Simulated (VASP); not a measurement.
# Ru (P6_3/mmc) in VASP: further runs, part 2 of 2

VASP 6.6.1. Earlier steps stand in the parts before.

### Step 5. Single point, PBE

This run uses another cell than the first one, of 13.57 Å³/atom, 0.962 times its volume.

File INCAR:

```
SYSTEM = Ru
PREC     = Accurate       ! precision mode
ENCUT    = 520            ! plane-wave cutoff, eV
EDIFF    = 1E-7           ! SCF threshold, eV
ISMEAR   = 0              ! smearing method
SIGMA    = 0.014          ! smearing width, eV
LREAL    = .FALSE.        ! projectors in reciprocal space
LASPH    = .TRUE.         ! aspherical terms in the spheres
NELM     = 60             ! most SCF steps
ALGO     = Fast           ! electronic algorithm
ISIF     = 2              ! what is computed and relaxed
LWAVE    = .FALSE.        ! write WAVECAR
LCHARG   = .FALSE.        ! write CHGCAR
GGA      = PE             ! functional
NBANDS   = 21             ! bands
```

File KPOINTS:

```
regular mesh
0
G
  11 11 6
  0 0 0
```

File POSCAR:

```
Ru
1.0
    2.7058000000      0.0000000000      0.0000000000
   -1.3529000000      2.3432915376      0.0000000000
    0.0000000000      0.0000000000      4.2819000000
Ru
2
Direct
    0.6666666667      0.3333333333      0.7500000000
    0.3333333333      0.6666666667      0.2500000000
```

Potentials or basis: VASP PAW PBE potentials, release 64 (Ru_pv).

Command:

```
> cat potpaw_PBE.64/Ru_pv/POTCAR > POTCAR
> mpirun -np 1 vasp_std > vasp.out
```

OUTCAR:

```text
SYSTEM = Ru
   PREC = Accurate
   ENCUT = 520
   EDIFF = 1E-7
   ISMEAR = 0
   LREAL = .FALSE.
   LASPH = .TRUE.
   NELM = 60
   ISIF = 2
   GGA = PE

 ion  position               nearest neighbor table
   1  0.667  0.333  0.750-   2 2.65   2 2.65   2 2.65   2 2.65   2 2.65   2 2.65
   2  0.333  0.667  0.250-   1 2.65   1 2.65   1 2.65   1 2.65   1 2.65   1 2.65

  LATTYP: Found a hexagonal cell.
 ALAT       =     2.7058000000
 C/A-ratio  =     1.5824894671

  Lattice vectors:

 A1 = (   2.7058000000,   0.0000000000,   0.0000000000)
 A2 = (  -1.3529000000,   2.3432915376,   0.0000000000)
 A3 = (   0.0000000000,   0.0000000000,   4.2819000000)

Analysis of symmetry for initial positions (statically):
=====================================================================
 Subroutine PRICEL returns:
 Original cell was already a primitive cell.

 Routine SETGRP: Setting up the symmetry group for a
 hexagonal supercell.

 Subroutine GETGRP returns: Found 24 space group operations
 (whereof 12 operations were pure point group operations)
 out of a pool of 24 trial point group operations.

The static configuration has the point symmetry D_3d.
 The point group associated with its full space group is D_6h.

Analysis of symmetry for dynamics (positions and initial velocities):
=====================================================================
 Subroutine PRICEL returns:
 Original cell was already a primitive cell.

 Routine SETGRP: Setting up the symmetry group for a
 hexagonal supercell.

 Subroutine GETGRP returns: Found 24 space group operations
 (whereof 12 operations were pure point group operations)
 out of a pool of 24 trial point group operations.

The dynamic configuration has the point symmetry D_3d.
 The point group associated with its full space group is D_6h.

 Subroutine INISYM returns: Found 24 space group operations
 (whereof 12 operations are pure point group operations),
 and found     1 'primitive' translations

[... 106 lines left out ...]
   NUPDOWN=      -1.0000    fix difference up-down
   EMIN   =  10.00;   EMAX   =-10.00  energy-range for DOS
   EFERMI =   0.00;   METHOD = LEGACY
   ISMEAR =     0;   SIGMA  =   0.01  broadening in eV -4-tet -1-fermi 0-gaus
   EFERMI_NEDOS =   21; number of points for ismear=-14 and -15
   IALGO  =     68    algorithm
   IMIX   =      4    mixing-type and parameters
     AMIX     =   0.40;   BMIX     =  1.00
     AMIX_MAG =   1.60;   BMIX_MAG =  1.00
  volume/ion in A,a.u.               =      13.57        91.61
  Fermi-wavevector in a.u.,A,eV,Ry     =   1.654022  3.125649 37.222674  2.735789
  Thomas-Fermi vector in A             =   2.742361
   LORBIT       =      0    0 simple, 1 ext, 2 COOP (PROOUT), +10 PAW based schemes
   GGA     = PE    functional components
   LHFCALC =     F    Hartree Fock is set to
   AEXX    =    0.0000 exact exchange contribution
   IVDW    =     0    specifies the selected vdW correction
   LEPSILON=     F    determine dielectric tensor
   LRPA    =     F    only Hartree local field effects (RPA)
 non-spin polarized calculation
 RMM-DIIS sequential band-by-band and
 Gauss-broadening in eV      SIGMA  =   0.01
  energy-cutoff  :      520.00
  volume of cell :       27.15
 maximum number of plane-waves:       744
 NGX is ok and might be reduce to    20
   NGX =  9   NGY =  9   NGZ = 15

 number of electron      28.0000008 magnetization

 Free energy of the ion-electron system (eV)
  ---------------------------------------------------
  ext. energy  EPLUGINS =         0.00000000
  ---------------------------------------------------
  free energy    TOTEN  =       -18.45039497 eV

  energy without entropy =      -18.44968970  energy(sigma->0) =      -18.45004234

 E-fermi :  12.7931     XC(G=0): -14.1202

 val. band max:       12.7593824177   @ k =   0.2727   0.0000   0.0000
 cond. band min:      12.7950827011   @ k =   0.2727   0.1818   0.1667
 fundamental gap:      0.0357002833
 Fermi energy:        12.7931298226

 k-point     1 :       0.0000    0.0000    0.0000
  band No.  band energies     occupation
      1     -30.8025      2.00000
      2     -29.8683      2.00000
      3     -29.8683      2.00000
      4     -29.6981      2.00000
      5     -29.6981      2.00000
      6     -29.6582      2.00000
[... 565 lines left out ...]
     20      23.2725      0.00000
     21      24.5737      0.00000

 [... further k-points ...]
[... 5 lines left out ...]
  --------------------------------------------------------------------------------------
  -------------------------------------------------------------------------------------
  Total        0.7417224      0.7417224      0.7627440      0.0000000     -0.0000000     -0.0000000
  in kB       43.7717001     43.7717001     45.0122613      0.0000000     -0.0000000     -0.0000000
  external PRESSURE =      44.1852205 kB  Pullay stress =       0.0000000 kB

 VOLUME and BASIS-vectors are now :
 -----------------------------------------------------------------------------
  energy-cutoff  :      520.00
  volume of cell :       27.15
      direct lattice vectors                 reciprocal lattice vectors
     2.705800000  0.000000000  0.000000000     0.369576465  0.213375072  0.000000000
    -1.352900000  2.343291538  0.000000000     0.000000000  0.426750144  0.000000000
     0.000000000  0.000000000  4.281900000     0.000000000  0.000000000  0.233541185

 POSITION                                       TOTAL-FORCE (eV/Angst)
 -----------------------------------------------------------------------------------
      1.35290      0.78110      3.21143        -0.000000      0.000000      0.000000
     -0.00000      1.56219      1.07048         0.000000      0.000000      0.000000
 -----------------------------------------------------------------------------------
    total drift:                               -0.000000      0.000000     -0.000000

  FREE ENERGIE OF THE ION-ELECTRON SYSTEM (eV)
  ---------------------------------------------------
  free  energy   TOTEN  =       -18.4503949702 eV

  energy  without entropy=      -18.4496897030  energy(sigma->0) =      -18.45004234
```

It took 35 s on 1 thread of Intel Xeon Platinum 8259CL at 2.50GHz (Skylake/Cascade Lake), shared host; peak memory 0.15 GiB.

What came out:

```yaml
Free_energy: -18.4504 eV
Pressure: 4.4 GPa
Band_gap_on_the_k_mesh: zero (band 14 reaches 14.34 eV, above the bottom of band 15 at 11.27 eV)
```

### Step 6. The runs side by side

| level | cell | smearing | gap on the mesh (eV) | pressure (GPa) |
| --- | --- | --- | --- | --- |
| PBEsol | a = 2.741, b = 2.741, c = 4.338 Å, angles 90.0, 90.0, 120.0°, 2 atoms | fermi-dirac 0.05 eV | none | -17.6 |
| PBE | a = 2.706, b = 2.706, c = 4.282 Å, angles 90.0, 90.0, 120.0°, 2 atoms | gaussian 0.017 eV | none | 4.4 |
| PBE | a = 2.706, b = 2.706, c = 4.282 Å, angles 90.0, 90.0, 120.0°, 2 atoms | gaussian 0.012 eV | none | 4.4 |
| PBE | a = 2.706, b = 2.706, c = 4.282 Å, angles 90.0, 90.0, 120.0°, 2 atoms | gaussian 0.014 eV | none | 4.4 |

Alike in all rows: task single point; potentials or basis VASP PAW PBE potentials, release 64 (Ru_pv); no spin polarisation; k mesh 11 × 11 × 6; cutoff (eV) 520.

Caveats: the PAW data sets were made with another functional, which shifts forces and pressure a little (some runs).

Absolute energies hang on the potentials; compare differences alone.
